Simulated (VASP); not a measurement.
# Sr3Ag (Pm-3m) in VASP: further runs

Sr3Ag is run at these levels: PBE; tasks: single point.

All numbers are computed with VASP 6.6.1; they aren't measurements. Logs are shortened: lines on timing, memory, paths and dates and some standing lists are left out, and cuts for length are marked.

## (1) The cell of the first run

Symmetry: Pm-3m, No. 221, cubic system. The conventional cell has a = 5.491 Å, b = 5.491 Å, c = 5.491 Å, α = 90.00°, β = 90.00°, γ = 90.00°. Ag (site symmetry m-3m) has 12 Sr at 3.88 Å within 5.1 Å. Sr (site symmetry 4/mmm) has 4 Ag at 3.88 Å and 8 Sr at 3.88 Å within 5.1 Å.

## (2) Single point, PBE

The input, INCAR:

```
PREC = Accurate ; ENCUT = 520
EDIFF = 1E-7 ; ISMEAR = -1
SIGMA = 0.05 ; LREAL = F
LASPH = T ; NELM = 100
ALGO = Normal ; ISIF = 2
LWAVE = F ; LCHARG = F
GGA = PE ; NBANDS = 28
```

The input, KPOINTS:

```
regular mesh
0
Gamma
  5 5 5
```

The input, POSCAR:

```
Sr3Ag
1.0
    5.4908750000      0.0000000000      0.0000000000
    0.0000000000      5.4908750000      0.0000000000
    0.0000000000      0.0000000000      5.4908750000
Ag Sr
1 3
Direct
    0.0000000000      0.0000000000      0.0000000000
    0.5000000000      0.5000000000      0.0000000000
    0.5000000000      0.0000000000      0.5000000000
    0.0000000000      0.5000000000      0.5000000000
```

Potentials or basis: VASP PAW PBE potentials, release 64 (Ag, Sr_sv).

Started as:

```sh
$ cat potpaw_PBE.64/Ag/POTCAR potpaw_PBE.64/Sr_sv/POTCAR > POTCAR
$ mpirun -np 1 vasp_std > vasp.out
```

OUTCAR:

```text
PREC = Accurate
   ENCUT = 520
   EDIFF = 1E-7
   ISMEAR = -1
   LREAL = F
   LASPH = T
   NELM = 100
   ISIF = 2
   GGA = PE

 ion  position               nearest neighbor table
   1  0.000  0.000  0.000-   2 3.88   3 3.88   4 3.88   3 3.88   4 3.88   2 3.88   4 3.88   4 3.88
                             2 3.88   3 3.88   3 3.88   2 3.88
   2  0.500  0.500  0.000-   1 3.88   3 3.88   4 3.88   3 3.88   4 3.88   1 3.88   3 3.88   3 3.88
                             1 3.88   4 3.88   4 3.88   1 3.88
   3  0.500  0.000  0.500-   1 3.88   2 3.88   4 3.88   1 3.88   2 3.88   2 3.88   4 3.88   2 3.88
                             1 3.88   4 3.88   1 3.88   4 3.88
   4  0.000  0.500  0.500-   1 3.88   2 3.88   3 3.88   1 3.88   2 3.88   1 3.88   3 3.88   1 3.88
                             2 3.88   3 3.88   2 3.88   3 3.88

  LATTYP: Found a simple cubic cell.
 ALAT       =     5.4908750000

  Lattice vectors:

 A1 = (   5.4908750000,   0.0000000000,   0.0000000000)
 A2 = (   0.0000000000,   5.4908750000,   0.0000000000)
 A3 = (   0.0000000000,   0.0000000000,   5.4908750000)

Analysis of symmetry for initial positions (statically):
=====================================================================
 Subroutine PRICEL returns:
 Original cell was already a primitive cell.

 Routine SETGRP: Setting up the symmetry group for a
 simple cubic supercell.

 Subroutine GETGRP returns: Found 48 space group operations
 (whereof 48 operations were pure point group operations)
 out of a pool of 48 trial point group operations.

The static configuration has the point symmetry O_h .

Analysis of symmetry for dynamics (positions and initial velocities):
=====================================================================
 Subroutine PRICEL returns:
 Original cell was already a primitive cell.

 Routine SETGRP: Setting up the symmetry group for a
 simple cubic supercell.

 Subroutine GETGRP returns: Found 48 space group operations
 (whereof 48 operations were pure point group operations)
 out of a pool of 48 trial point group operations.

The dynamic configuration has the point symmetry O_h .

 Subroutine INISYM returns: Found 48 space group operations
 (whereof 48 operations are pure point group operations),
 and found     1 'primitive' translations

----------------------------------------------------------------------------------------

                                     Primitive cell

  volume of cell :     165.5483

  direct lattice vectors                    reciprocal lattice vectors
     5.490875000  0.000000000  0.000000000     0.182120336  0.000000000  0.000000000
     0.000000000  5.490875000  0.000000000     0.000000000  0.182120336  0.000000000
     0.000000000  0.000000000  5.490875000     0.000000000  0.000000000  0.182120336

  length of vectors
     5.490875000  5.490875000  5.490875000     0.182120336  0.182120336  0.182120336

  position of ions in fractional coordinates (direct lattice)
     0.000000000  0.000000000  0.000000000
     0.500000000  0.500000000  0.000000000
     0.500000000  0.000000000  0.500000000
     0.000000000  0.500000000  0.500000000

  ion indices of the primitive-cell ions
   primitive index   ion index
                 1           1
                 2           2
                 3           3
                 4           4

----------------------------------------------------------------------------------------

 KPOINTS: regular mesh

Automatic generation of k-mesh.
 Grid dimensions read from file:
 generate k-points for:    5    5    5

 Generating k-lattice:

  Cartesian coordinates                     Fractional coordinates (reciprocal lattice)
     0.036424067  0.000000000  0.000000000     0.200000000  0.000000000  0.000000000
     0.000000000  0.036424067  0.000000000     0.000000000  0.200000000  0.000000000
     0.000000000  0.000000000  0.036424067     0.000000000  0.000000000  0.200000000

  Length of vectors
     0.036424067  0.036424067  0.036424067

  Shift w.r.t. Gamma in fractional coordinates (k-lattice)
     0.000000000  0.000000000  0.000000000

 Subroutine IBZKPT returns following result:
 ===========================================

 Found     10 irreducible k-points:

 Following reciprocal coordinates:
            Coordinates               Weight
  0.000000  0.000000  0.000000      1.000000
  0.200000  0.000000  0.000000      6.000000
  0.400000  0.000000  0.000000      6.000000
  0.200000  0.200000  0.000000     12.000000
  0.400000  0.200000  0.000000     24.000000
  0.400000  0.400000  0.000000     12.000000
  0.200000  0.200000  0.200000      8.000000
  0.400000  0.200000  0.200000     24.000000
  0.400000  0.400000  0.200000     24.000000
  0.400000  0.400000  0.400000      8.000000
   k-points           NKPTS =     10   k-points in BZ     NKDIM =     10   number of bands    NBANDS=     28
   number of dos      NEDOS =    301   number of ions     NIONS =      4
   total plane-waves  NPLWV =  74088
   dimension x,y,z NGX =    42 NGY =   42 NGZ =   42
   dimension x,y,z NGXF=    84 NGYF=   84 NGZF=   84
   ions per type =               1   3
   NGX,Y,Z   is equivalent  to a cutoff of  12.72, 12.72, 12.72 a.u.
   NGXF,Y,Z  is equivalent  to a cutoff of  25.43, 25.43, 25.43 a.u.
 SYSTEM =  unknown system
   PREC   = accura    normal or accurate (medium, high low for compatibility)
   ISTART =      0    job   : 0-new  1-cont  2-samecut
   ICHARG =      2    charge: 1-file 2-atom 10-const
   ISPIN  =      1    spin polarized calculation?
   LNONCOLLINEAR =      F non collinear calculations
   LSORBIT =      F    spin-orbit coupling
   LASPH  =      T    aspherical Exc in radial PAW
   ENCUT  =  520.0 eV  38.22 Ry    6.18 a.u.  10.21 10.21 10.21*2*pi/ulx,y,z
   NELM   =    100;   NELMIN=  2; NELMDL= -5     # of ELM steps
   EDIFF  = 0.1E-06   stopping-criterion for ELM
   LREAL  =      F    real-space projection
   EDIFFG = 0.1E-05   stopping-criterion for IOM
   NSW    =      0    number of steps for IOM
   IBRION =     -1    ionic relax: 0-MD 1-quasi-New 2-CG
   NFREE  =      0    steps in history (QN), initial steepest desc. (CG)
   ISIF   =      2    stress and relaxation
   ISYM   =      2    0-nonsym 1-usesym 2-fastsym
   POTIM  = 0.5000    time-step for ionic-motion
   TEBEG  =    0.0;   TEEND  =   0.0 temperature during run
   PSTRESS=    0.0 pullay stress
   NELECT =      41.0000    total number of electrons
   NUPDOWN=      -1.0000    fix difference up-down
   EMIN   =  10.00;   EMAX   =-10.00  energy-range for DOS
   EFERMI =   0.00;   METHOD = LEGACY
   ISMEAR =    -1;   SIGMA  =   0.05  broadening in eV -4-tet -1-fermi 0-gaus
   EFERMI_NEDOS =   21; number of points for ismear=-14 and -15
   IALGO  =     38    algorithm
   IMIX   =      4    mixing-type and parameters
     AMIX     =   0.40;   BMIX     =  1.00
     AMIX_MAG =   1.60;   BMIX_MAG =  1.00
  volume/ion in A,a.u.               =      41.39       279.29
  Fermi-wavevector in a.u.,A,eV,Ry     =   1.028082  1.942794 14.380722  1.056953
  Thomas-Fermi vector in A             =   2.162060
   LORBIT       =      0    0 simple, 1 ext, 2 COOP (PROOUT), +10 PAW based schemes
   GGA     = PE    functional components
   LHFCALC =     F    Hartree Fock is set to
   AEXX    =    0.0000 exact exchange contribution
   IVDW    =     0    specifies the selected vdW correction
   LEPSILON=     F    determine dielectric tensor
   LRPA    =     F    only Hartree local field effects (RPA)
 non-spin polarized calculation
  energy-cutoff  :      520.00
  volume of cell :      165.55
 maximum number of plane-waves:      4476
 NGX is ok and might be reduce to    42
   NGX = 21   NGY = 21   NGZ = 21

 number of electron      41.0000011 magnetization

 Free energy of the ion-electron system (eV)
  ---------------------------------------------------
  ext. energy  EPLUGINS =         0.00000000
  ---------------------------------------------------
  free energy    TOTEN  =        -7.54434034 eV

  energy without entropy =       -7.51754516  energy(sigma->0) =       -7.53094275

 E-fermi :   2.4976     XC(G=0):  -8.1658

 val. band max:        2.3244786561   @ k =   0.2000   0.2000   0.2000
 cond. band min:       2.5507739378   @ k =   0.4000   0.2000   0.0000
 fundamental gap:      0.2262952817
 Fermi energy:         2.4975633676

 k-point     1 :       0.0000    0.0000    0.0000
  band No.  band energies     occupation
      1     -33.9364      2.00000
      2     -33.8873      2.00000
      3     -33.8873      2.00000
      4     -16.0884      2.00000
      5     -16.0884      2.00000
      6     -16.0884      2.00000
[... 20 lines left out ...]
     27       4.0024      0.00000
     28       6.3334      0.00000

 k-point     2 :       0.2000    0.0000    0.0000
  band No.  band energies     occupation
      1     -33.9323      2.00000
      2     -33.8914      2.00000
      3     -33.8873      2.00000
      4     -16.0711      2.00000
      5     -16.0711      2.00000
      6     -16.0611      2.00000
[... 20 lines left out ...]
     27       4.3225      0.00000
     28       6.0569      0.00000

 k-point     3 :       0.4000    0.0000    0.0000
  band No.  band energies     occupation
      1     -33.9227      2.00000
      2     -33.9010      2.00000
      3     -33.8873      2.00000
      4     -16.0353      2.00000
      5     -16.0353      2.00000
      6     -15.9869      2.00000
[... 20 lines left out ...]
     27       4.7694      0.00000
     28       5.0056      0.00000

 k-point     4 :       0.2000    0.2000    0.0000
  band No.  band energies     occupation
      1     -33.9285      2.00000
      2     -33.8930      2.00000
      3     -33.8895      2.00000
      4     -16.0824      2.00000
      5     -16.0531      2.00000
      6     -16.0154      2.00000
[... 144 lines left out ...]
     27       4.4234      0.00000
     28       5.4981      0.00000

 k-point     9 :       0.4000    0.4000    0.2000
  band No.  band energies     occupation
      1     -33.9102      2.00000
      2     -33.9020      2.00000
      3     -33.8985      2.00000
      4     -16.1257      2.00000
      5     -16.0433      2.00000
      6     -15.9947      2.00000
[... 20 lines left out ...]
     27       4.6526      0.00000
     28       5.5536      0.00000

 k-point    10 :       0.4000    0.4000    0.4000
  band No.  band energies     occupation
      1     -33.9066      2.00000
      2     -33.9019      2.00000
      3     -33.9019      2.00000
      4     -16.1817      2.00000
      5     -16.0446      2.00000
      6     -16.0420      2.00000
[... 20 lines left out ...]
     27       4.8368      0.00000
     28       5.1462      0.00000

------------------------ aborting loop because EDIFF is reached ----------------------------------------

  FORCE on cell =-STRESS in cart. coord.  units (eV):
  Direction    XX          YY          ZZ          XY          YZ          ZX
  --------------------------------------------------------------------------------------
  -------------------------------------------------------------------------------------
  Total        0.0357823      0.0357823      0.0357823     -0.0000000      0.0000000     -0.0000000
  in kB        0.3463014      0.3463014      0.3463014     -0.0000000      0.0000000     -0.0000000
  external PRESSURE =       0.3463014 kB  Pullay stress =       0.0000000 kB

 VOLUME and BASIS-vectors are now :
 -----------------------------------------------------------------------------
  energy-cutoff  :      520.00
  volume of cell :      165.55
      direct lattice vectors                 reciprocal lattice vectors
     5.490875000  0.000000000  0.000000000     0.182120336  0.000000000  0.000000000
     0.000000000  5.490875000  0.000000000     0.000000000  0.182120336  0.000000000
     0.000000000  0.000000000  5.490875000     0.000000000  0.000000000  0.182120336

 POSITION                                       TOTAL-FORCE (eV/Angst)
 -----------------------------------------------------------------------------------
      0.00000      0.00000      0.00000         0.000000      0.000000      0.000000
      2.74544      2.74544      0.00000         0.000000      0.000000      0.000000
      2.74544      0.00000      2.74544         0.000000      0.000000      0.000000
      0.00000      2.74544      2.74544         0.000000      0.000000      0.000000
 -----------------------------------------------------------------------------------
    total drift:                                0.000000     -0.000000     -0.000000

  FREE ENERGIE OF THE ION-ELECTRON SYSTEM (eV)
  ---------------------------------------------------
  free  energy   TOTEN  =        -7.5443403429 eV

  energy  without entropy=       -7.5175451645  energy(sigma->0) =       -7.53094275
```

It took 30 s on 1 thread of AMD EPYC 9R45 (Zen 5), shared host; peak memory 0.23 GiB.

Results:

| Item | Value |
| --- | --- |
| Free energy | -7.5443 eV |
| Pressure | 0.0 GPa |
| Band gap on the k mesh | zero (an odd number of electrons rules out a gap without spin polarisation) |

Levels at points of the mesh, in eV from the Fermi level:
| k point | band 16 | band 17 | band 18 | band 19 | band 20 | band 21 | band 22 | band 23 | band 24 | band 25 |
| --- | --- | --- | --- | --- | --- | --- | --- | --- | --- | --- |
| (0.00, 0.00, 0.00) | -4.07 | -4.07 | -4.07 | -1.42 | 0.41 | 0.41 | 0.84 | 0.84 | 0.84 | 1.50 |

## (3) Single point, PBE

The input, INCAR:

```
SYSTEM = Sr3Ag
  ALGO = Fast
  EDIFF = 1E-6
  ENCUT = 520
  GGA = PE
  ISIF = 2
  ISMEAR = -1
  LASPH = .True.
  LCHARG = .False.
  LREAL = .False.
  LWAVE = .False.
  NBANDS = 28
  NELM = 60
  PREC = Accurate
  SIGMA = 0.05
```

The input, KPOINTS:

```
k-points
0
Gamma
  5 5 5
  0 0 0
```

POSCAR is that of step 2.

Potentials or basis: VASP PAW PBE potentials, release 64 (Ag, Sr_sv).

Started as:

```sh
$ cat potpaw_PBE.64/Ag/POTCAR potpaw_PBE.64/Sr_sv/POTCAR > POTCAR
$ mpirun -np 1 vasp_std > vasp.out
```

It took 37 s on 1 thread of AMD EPYC 9R45 (Zen 5), shared host; peak memory 0.24 GiB.

It converged, with:

```yaml
Free_energy: -7.5443 eV
Pressure: 0.0 GPa
Band_gap_on_the_k_mesh: zero (an odd number of electrons rules out a gap without spin polarisation)
```

Levels at points of the mesh, in eV from the Fermi level:
| k point | band 16 | band 17 | band 18 | band 19 | band 20 | band 21 | band 22 | band 23 | band 24 | band 25 |
| --- | --- | --- | --- | --- | --- | --- | --- | --- | --- | --- |
| (0.00, 0.00, 0.00) | -4.07 | -4.07 | -4.07 | -1.42 | 0.41 | 0.41 | 0.84 | 0.84 | 0.84 | 1.50 |

## (4) Single point, PBE

This run uses another cell than the first one, of 42.21 Å³/atom.

The input, INCAR:

```
SYSTEM = Sr3Ag
ALGO     = Normal         ! electronic algorithm
EDIFF    = 1E-6           ! SCF threshold, eV
ENCUT    = 520            ! plane-wave cutoff, eV
GGA      = PE             ! functional
ISIF     = 2              ! what is computed and relaxed
ISMEAR   = -1             ! smearing method
LASPH    = .TRUE.         ! aspherical terms in the spheres
LCHARG   = .FALSE.        ! write CHGCAR
LREAL    = .FALSE.        ! projectors in reciprocal space
LWAVE    = .FALSE.        ! write WAVECAR
NBANDS   = 28             ! bands
NELM     = 80             ! most SCF steps
PREC     = Accurate       ! precision mode
SIGMA    = 0.05           ! smearing width, eV
```

The input, KPOINTS:

```
k-points
0
G
  5 5 5
  0 0 0
```

The input, POSCAR:

```
Sr3Ag
1.0
    5.5272394704      0.0000000000      0.0000000000
    0.0000000000      5.5272394704      0.0000000000
    0.0000000000      0.0000000000      5.5272394704
Ag Sr
1 3
Direct
    0.0000000000      0.0000000000      0.0000000000
    0.5000000000      0.5000000000      0.0000000000
    0.5000000000      0.0000000000      0.5000000000
    0.0000000000      0.5000000000      0.5000000000
```

Potentials or basis: VASP PAW PBE potentials, release 64 (Ag, Sr_sv).

Started as:

```sh
$ cat potpaw_PBE.64/Ag/POTCAR potpaw_PBE.64/Sr_sv/POTCAR > POTCAR
$ mpirun -np 1 vasp_std > vasp.out
```

OUTCAR:

```text
SYSTEM = Sr3Ag
   EDIFF = 1E-6
   ENCUT = 520
   GGA = PE
   ISIF = 2
   ISMEAR = -1
   LASPH = .TRUE.
   LREAL = .FALSE.
   NELM = 80
   PREC = Accurate

 ion  position               nearest neighbor table
   1  0.000  0.000  0.000-   2 3.91   3 3.91   4 3.91   3 3.91   4 3.91   2 3.91   4 3.91   4 3.91
                             2 3.91   3 3.91   3 3.91   2 3.91
   2  0.500  0.500  0.000-   1 3.91   3 3.91   4 3.91   3 3.91   4 3.91   1 3.91   3 3.91   3 3.91
                             1 3.91   4 3.91   4 3.91   1 3.91
   3  0.500  0.000  0.500-   1 3.91   2 3.91   4 3.91   1 3.91   2 3.91   2 3.91   4 3.91   2 3.91
                             1 3.91   4 3.91   1 3.91   4 3.91
   4  0.000  0.500  0.500-   1 3.91   2 3.91   3 3.91   1 3.91   2 3.91   1 3.91   3 3.91   1 3.91
                             2 3.91   3 3.91   2 3.91   3 3.91

  LATTYP: Found a simple cubic cell.
 ALAT       =     5.5272394704

  Lattice vectors:

 A1 = (   5.5272394704,   0.0000000000,   0.0000000000)
 A2 = (   0.0000000000,   5.5272394704,   0.0000000000)
 A3 = (   0.0000000000,   0.0000000000,   5.5272394704)

Analysis of symmetry for initial positions (statically):
[... 162 lines left out ...]
 E-fermi :   2.4154     XC(G=0):  -8.0952

 val. band max:        2.2275282382   @ k =   0.2000   0.2000   0.2000
 cond. band min:       2.4694457947   @ k =   0.4000   0.2000   0.0000
 fundamental gap:      0.2419175565
 Fermi energy:         2.4153909677

 k-point     1 :       0.0000    0.0000    0.0000
  band No.  band energies     occupation
      1     -34.0605      2.00000
      2     -34.0155      2.00000
      3     -34.0155      2.00000
      4     -16.1996      2.00000
      5     -16.1996      2.00000
      6     -16.1996      2.00000
[... 299 lines left out ...]
     27       4.7284      0.00000
     28       5.0315      0.00000

------------------------ aborting loop because EDIFF is reached ----------------------------------------

  FORCE on cell =-STRESS in cart. coord.  units (eV):
  Direction    XX          YY          ZZ          XY          YZ          ZX
  --------------------------------------------------------------------------------------
  -------------------------------------------------------------------------------------
  Total       -0.2752387     -0.2752387     -0.2752387     -0.0000000     -0.0000000      0.0000000
  in kB       -2.6115309     -2.6115309     -2.6115309     -0.0000000     -0.0000000      0.0000000
  external PRESSURE =      -2.6115309 kB  Pullay stress =       0.0000000 kB

 VOLUME and BASIS-vectors are now :
 -----------------------------------------------------------------------------
  energy-cutoff  :      520.00
  volume of cell :      168.86
      direct lattice vectors                 reciprocal lattice vectors
     5.527239470  0.000000000  0.000000000     0.180922141  0.000000000  0.000000000
     0.000000000  5.527239470  0.000000000     0.000000000  0.180922141  0.000000000
     0.000000000  0.000000000  5.527239470     0.000000000  0.000000000  0.180922141

 POSITION                                       TOTAL-FORCE (eV/Angst)
 -----------------------------------------------------------------------------------
      0.00000      0.00000      0.00000         0.000000      0.000000      0.000000
      2.76362      2.76362      0.00000         0.000000      0.000000      0.000000
      2.76362      0.00000      2.76362         0.000000      0.000000      0.000000
      0.00000      2.76362      2.76362         0.000000      0.000000      0.000000
 -----------------------------------------------------------------------------------
    total drift:                                0.000000     -0.000000     -0.000000

  FREE ENERGIE OF THE ION-ELECTRON SYSTEM (eV)
  ---------------------------------------------------
  free  energy   TOTEN  =        -7.5422461487 eV

  energy  without entropy=       -7.5161810305  energy(sigma->0) =       -7.52921359
```

stdout:

```text
POSCAR found type information on POSCAR AgSr
 POSCAR found :  2 types and       4 ions
 scaLAPACK will be used
 LDA part: xc-table for (Slater+PW92), standard interpolation
 POSCAR, INCAR and KPOINTS ok, starting setup
 FFT: planning ... GRIDC
 FFT: planning ... GRID_SOFT
 FFT: planning ... GRID
 WAVECAR not read
 entering main loop
```

It took 26 s on 1 thread of AMD EPYC 9R45 (Zen 5), shared host; peak memory 0.23 GiB.

What came out:

```yaml
Free_energy: -7.5422 eV
Pressure: -0.3 GPa
Band_gap_on_the_k_mesh: zero (an odd number of electrons rules out a gap without spin polarisation)
```

Levels at points of the mesh, in eV from the Fermi level:
```csv
k point,band 17,band 18,band 19,band 20,band 21,band 22,band 23,band 24
"(0.00, 0.00, 0.00)",-4.04,-4.04,-1.39,0.40,0.40,0.84,0.84,0.84
```

The gap in the log of VASP goes by the Fermi energy; the results here count the filled bands.